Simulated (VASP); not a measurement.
Input of a VASP 6.6.1 run:

The input POSCAR:

```
TiO2
1.0
    0.0000000000      2.3968272579      2.5269749780
    2.3968272579      0.0000000000      2.5269749780
    2.3968272579      2.3968272579      0.0000000000
Ti O
1 2
Direct
    0.0000000000      0.0000000000      0.0000000000
    0.2500000000      0.2500000000      0.2500000000
    0.7500000000      0.7500000000      0.7500000000
```

The input INCAR.step1:

```
  PREC = Accurate
  ENCUT = 520
  ISMEAR = 0
  SIGMA = 0.01
  LREAL = F
  LASPH = T
  NELM = 80
  NBANDS = 19
  GGA = PE
  ALGO = Normal
  EDIFF = 1E-4
  LWAVE = T
  LCHARG = F
```

File INCAR.step2:

```
  PREC = Accurate
  ENCUT = 520
  EDIFF = 1E-6
  ISMEAR = 0
  SIGMA = 0.01
  LREAL = F
  LASPH = T
  NELM = 80
  ALGO = Normal
  ISIF = 2
  LWAVE = F
  LCHARG = T
  METAGGA = R2SCAN
  LMIXTAU = T
  LELF = T
  LVHAR = T
  NBANDS = 19
  ISTART = 1
```

Contents of KPOINTS:

```
Automatic mesh
0
Gamma
  10 10 10
```

Potentials or basis: VASP PAW PBE potentials, release 64 (Ti_sv, O).

Run with:

```console
$ cat potpaw_PBE.64/Ti_sv/POTCAR potpaw_PBE.64/O/POTCAR > POTCAR
$ cp INCAR.step1 INCAR
$ mpirun -np 1 vasp_std > vasp.out
$ cp INCAR.step2 INCAR
$ mpirun -np 1 vasp_std > vasp.out
```

What does it give for the pressure?

-11.5 GPa.

Estimate the band gap on the k mesh.

1.13 eV, indirect (least direct gap 1.69 eV).

Stress tensor (GPa, compression positive):
```
 -2.14   0.00   0.00
  0.00  -2.14   0.00
  0.00   0.00 -30.23
```

Caveat: the cell differs from its parent crystal (uniaxial z strain +5.4%); the PAW data sets were made with another functional, which shifts forces and pressure a little. A k mesh can miss the band edges.
